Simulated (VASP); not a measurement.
# LuAg3P4: single point with PBE

Crystal: LuAg3P4.

```
CELL_PARAMETERS angstrom
5.21665 0.00000 0.00000
-2.60832 4.51775 0.00000
0.00000 0.00000 7.65239
ATOMIC_POSITIONS crystal
Lu 0.00000 0.00000 0.00000
Ag 0.33333 0.66667 0.08795
Ag 0.66667 0.33333 0.91205
Ag 0.00000 0.00000 0.50000
P 0.33333 0.66667 0.75573
P 0.66667 0.33333 0.24427
P 0.33333 0.66667 0.45232
P 0.66667 0.33333 0.54768
```

The cell was built from a structure type or drawn by symmetry, and may not be a known phase.

```
Program             : VASP 6.6.1
Task                : single point
Functional          : PBE
Potentials or basis : VASP PAW PBE potentials, release 64 (Lu, Ag, P)
Cutoff              : 520 eV
k mesh              : 6 × 6 × 2
Occupations         : gaussian, width 0.1 eV
Spin                : no spin polarisation
```

```yaml
Pressure: -8.7 GPa
Largest_force: 1.498 eV/Å
Band_gap_on_the_k_mesh: zero (bands 39 and 40 overlap by 0.39 eV)
```

Forces in eV/Å, atoms in the order of the input:
```
Lu   0.000  0.000  0.000
Ag   0.000  0.000  0.558
Ag   0.000  0.000 -0.558
Ag   0.000  0.000  0.000
P    0.000  0.000  0.027
P    0.000  0.000 -0.027
P    0.000  0.000  1.498
P    0.000  0.000 -1.498
```

Stress tensor (GPa, compression positive):
```
-8.62  0.00  0.00
 0.00 -8.62  0.00
 0.00  0.00 -8.82
```

Levels at points of the mesh, in eV from the Fermi level:
```
           k point  band 37  band 38  band 39  band 40  band 41  band 42
(0.00, 0.00, 0.00)    -0.53    -0.53    -0.26    -0.14    -0.14     0.37
(0.50, 0.00, 0.00)    -0.83    -0.67    -0.07     0.42     0.89     1.17
(0.00, 0.00, 0.50)    -1.50    -0.96    -0.96     0.19     0.40     0.40
(0.50, 0.00, 0.50)    -1.91    -0.67    -0.19    -0.17     1.19     1.48
```

It took 87 s on 1 thread of Intel(R) Xeon(R) 6975P-C (Granite Rapids), on a shared host, peak memory 0.36 GiB.

Caveat: the k points lie up to 0.41 Å⁻¹ apart; spin-orbit coupling is left out, which moves the levels of the heavy elements; forces of over 1 eV/Å act on the atoms, so gaps and moduli don't describe the material at rest.
